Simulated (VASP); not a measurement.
# SbPt (P6_3/mmc) in VASP: further runs, part 2 of 2

VASP 6.6.1. Earlier steps stand in the parts before.

### Step 6. Single point, LDA (volume scaled by 1.01)

INCAR reads:

```
SYSTEM = SbPt
PREC = Accurate ; ENCUT = 520
EDIFF = 1E-6 ; ISMEAR = -1
SIGMA = 0.08 ; LREAL = .FALSE.
LASPH = .TRUE. ; NELM = 100
ALGO = Normal ; ISIF = 2
LWAVE = .FALSE. ; LCHARG = .TRUE.
LELF = .TRUE. ; LVHAR = .TRUE.
NBANDS = 23
```

KPOINTS reads:

```
Automatic mesh
0
G
  11 11 8
  0 0 0
```

POSCAR reads:

```
SbPt
1.0
    4.1437188946      0.0000000000      0.0000000000
   -2.0718594473      3.5885658288      0.0000000000
    0.0000000000      0.0000000000      5.4901795355
Sb Pt
2 2
Direct
    0.3333333333      0.6666666667      0.2500000000
    0.6666666667      0.3333333333      0.7500000000
    0.0000000000      0.0000000000      0.0000000000
    0.0000000000      0.0000000000      0.5000000000
```

Potentials or basis: VASP PAW LDA potentials, release 64 (Sb, Pt).

Run with:

```sh
$ cat potpaw_LDA.64/Sb/POTCAR potpaw_LDA.64/Pt/POTCAR > POTCAR
$ mpirun -np 1 vasp_std > vasp.out
```

OUTCAR:

```text
SYSTEM = SbPt
   PREC = Accurate
   ENCUT = 520
   EDIFF = 1E-6
   ISMEAR = -1
   LREAL = .FALSE.
   LASPH = .TRUE.
   NELM = 100
   ISIF = 2

 ion  position               nearest neighbor table
   1  0.333  0.667  0.250-   3 2.76   4 2.76   3 2.76   4 2.76   3 2.76   4 2.76   2 3.64   2 3.64
                             2 3.64   2 3.64   2 3.64   2 3.64
   2  0.667  0.333  0.750-   3 2.76   4 2.76   3 2.76   4 2.76   3 2.76   4 2.76   1 3.64   1 3.64
                             1 3.64   1 3.64   1 3.64   1 3.64
   3  0.000  0.000  0.000-   4 2.75   4 2.75   1 2.76   2 2.76   1 2.76   2 2.76   2 2.76   1 2.76

   4  0.000  0.000  0.500-   3 2.75   3 2.75   1 2.76   2 2.76   1 2.76   2 2.76   2 2.76   1 2.76

  LATTYP: Found a hexagonal cell.
 ALAT       =     4.1437188946
 C/A-ratio  =     1.3249401504

  Lattice vectors:

 A1 = (   4.1437188946,   0.0000000000,   0.0000000000)
 A2 = (  -2.0718594473,   3.5885658288,   0.0000000000)
 A3 = (   0.0000000000,   0.0000000000,   5.4901795355)

Analysis of symmetry for initial positions (statically):
=====================================================================
 Subroutine PRICEL returns:
 Original cell was already a primitive cell.

 Routine SETGRP: Setting up the symmetry group for a
 hexagonal supercell.
[... 169 lines left out ...]
  free energy    TOTEN  =       -26.35325746 eV

  energy without entropy =      -26.31140692  energy(sigma->0) =      -26.33233219

 E-fermi :   9.9260     XC(G=0): -11.6096

 val. band max:        9.9008969644   @ k =   0.1818   0.1818   0.3750
 cond. band min:       9.9274204690   @ k =   0.2727   0.0000   0.3750
 fundamental gap:      0.0265235046
 Fermi energy:         9.9259807719

 k-point     1 :       0.0000    0.0000    0.0000
  band No.  band energies     occupation
      1      -2.9525      2.00000
      2       0.9070      2.00000
      3       2.9730      2.00000
      4       3.9561      2.00000
      5       3.9561      2.00000
      6       4.0293      2.00000
[... 613 lines left out ...]
     22      16.4191      0.00000
     23      17.1830      0.00000

 [... further k-points ...]
[... 5 lines left out ...]
  --------------------------------------------------------------------------------------
  -------------------------------------------------------------------------------------
  Total       -0.4349626     -0.4349626     -1.1196915     -0.0000000      0.0000000     -0.0000000
  in kB       -8.5362039     -8.5362039    -21.9741069     -0.0000000      0.0000000     -0.0000000
  external PRESSURE =     -13.0155049 kB  Pullay stress =       0.0000000 kB

 VOLUME and BASIS-vectors are now :
 -----------------------------------------------------------------------------
  energy-cutoff  :      520.00
  volume of cell :       81.64
      direct lattice vectors                 reciprocal lattice vectors
     4.143718895  0.000000000  0.000000000     0.241329112  0.139331428  0.000000000
    -2.071859447  3.588565829  0.000000000     0.000000000  0.278662855  0.000000000
     0.000000000  0.000000000  5.490179536     0.000000000  0.000000000  0.182143406

 POSITION                                       TOTAL-FORCE (eV/Angst)
 -----------------------------------------------------------------------------------
     -0.00000      2.39238      1.37254         0.000000      0.000000      0.000000
      2.07186      1.19619      4.11763        -0.000000     -0.000000      0.000000
      0.00000      0.00000      0.00000        -0.000000      0.000000      0.000000
      0.00000      0.00000      2.74509         0.000000      0.000000      0.000000
 -----------------------------------------------------------------------------------
    total drift:                                0.000000     -0.000000      0.000000

  FREE ENERGIE OF THE ION-ELECTRON SYSTEM (eV)
  ---------------------------------------------------
  free  energy   TOTEN  =       -26.3532574627 eV

  energy  without entropy=      -26.3114069166  energy(sigma->0) =      -26.33233219
```

OSZICAR:

```text
N       E                     dE             d eps       ncg     rms          rms(c)
DAV:   1     0.169159003181E+03    0.16916E+03   -0.12451E+04  3688   0.114E+03
DAV:   2    -0.195161001074E+02   -0.18868E+03   -0.17623E+03  4405   0.228E+02
DAV:   3    -0.269119223529E+02   -0.73958E+01   -0.72163E+01  4472   0.486E+01
DAV:   4    -0.269986358142E+02   -0.86713E-01   -0.86644E-01  4023   0.574E+00
DAV:   5    -0.269998508970E+02   -0.12151E-02   -0.12150E-02  4507   0.729E-01    0.135E+01
DAV:   6    -0.264952991853E+02    0.50455E+00   -0.16238E+00  4037   0.985E+00    0.685E+00
DAV:   7    -0.263855061126E+02    0.10979E+00   -0.20053E-01  3771   0.347E+00    0.349E+00
DAV:   8    -0.263538777270E+02    0.31628E-01   -0.76749E-02  4317   0.196E+00    0.354E-01
DAV:   9    -0.263534801824E+02    0.39754E-03   -0.20095E-03  4016   0.269E-01    0.223E-01
DAV:  10    -0.263532604031E+02    0.21978E-03   -0.84363E-04  4002   0.172E-01    0.415E-02
DAV:  11    -0.263532570315E+02    0.33716E-05   -0.21322E-05  4466   0.317E-02    0.164E-02
DAV:  12    -0.263532574627E+02   -0.43115E-06   -0.94701E-07  2802   0.679E-03
   1 F= -.26353257E+02 E0= -.26332332E+02  d E =-.418505E-01
```

It took 3.6 min on 1 thread of Oxide Virtual Turin-like, shared host; peak memory 0.23 GiB.

Results:

* Free energy: -26.3533 eV
* Pressure: -1.3 GPa
* Band gap on the k mesh: zero (band 15 reaches 12.27 eV, above the bottom of band 16 at 8.35 eV)

Stress tensor (GPa, compression positive):
```
-0.85  0.00  0.00
 0.00 -0.85  0.00
 0.00  0.00 -2.20
```

Levels at points of the mesh, in eV from the Fermi level:
```tsv
k point	band 11	band 12	band 13	band 14	band 15	band 16	band 17	band 18	band 19	band 20
(0.00, 0.00, 0.00)	-2.15	-2.15	-0.07	-0.07	0.74	2.30	2.42	3.59	3.59	3.65
(0.00, 0.00, 0.50)	-3.61	-3.61	-1.23	-1.23	2.34	2.34	2.34	2.34	5.24	5.24
```

Caveat: spin-orbit coupling is left out, which moves the levels of the heavy elements.

### Step 7. The runs side by side

```csv
cell,gap on the mesh (eV),pressure (GPa)
"a = 4.130, b = 4.130, c = 5.527 Å, angles 90.0, 90.0, 120.0°, 4 atoms",none,-1.4
"a = 4.130, b = 4.130, c = 5.581 Å, angles 90.0, 90.0, 120.0°, 4 atoms",none,-2.9
"a = 4.046, b = 4.046, c = 5.360 Å, angles 90.0, 90.0, 120.0°, 4 atoms",none,11.1
"a = 4.102, b = 4.102, c = 5.435 Å, angles 90.0, 90.0, 120.0°, 4 atoms",none,3.4
"a = 4.144, b = 4.144, c = 5.490 Å, angles 90.0, 90.0, 120.0°, 4 atoms",none,-1.3
```

Alike in all rows: task single point; level LDA; potentials or basis VASP PAW LDA potentials, release 64 (Sb, Pt); no spin polarisation; k mesh 11 × 11 × 8; cutoff (eV) 520; smearing fermi-dirac 0.08 eV.

Caveats: spin-orbit coupling is left out, which moves the levels of the heavy elements.

Absolute energies hang on the potentials; compare differences alone.
